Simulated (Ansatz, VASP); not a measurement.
InP: VASP beside Ansatz

```xyz
2
Lattice="0.0000 2.6476 3.1761 3.1761 0.0000 3.1761 3.1761 2.6476 0.0000" Properties=species:S:1:pos:R:3 pbc="T T T"
In    0.0000    0.0000    0.0000
P     4.7642    3.9714    4.7642
```

Alike in both runs: task single point; functional LDA; k mesh 12 × 12 × 12; occupations gaussian, width 0.05 eV; no spin polarisation.

```csv
,VASP,Ansatz
version,VASP 6.6.1,Ansatz 0.2.0
potentials or method,"VASP PAW LDA potentials, release 64 (In_d, P), cutoff 520 eV","scalar-relativistic, plane waves, PAW"
valence electrons in the cell,18,18
```

Ansatz gave:

- gap on the k mesh at the Fermi level (eV): 0.21
- least direct gap on the mesh (eV): 0.38
- pressure (GPa): -5.2
- traceless stress, the component that is largest in VASP (GPa): 3.99

**Question.** Which values does VASP return?

**Answer.** gap on the k mesh at the Fermi level (eV): 0.21; least direct gap on the mesh (eV): 0.34; pressure (GPa): -5.2; traceless stress, the component that is largest in VASP (GPa): 3.98.

Ansatz warns that its potentials were made for another functional, while VASP's fit it. LDA's correlation is that of Perdew and Zunger in VASP and of Perdew and Wang (1992) in Ansatz.
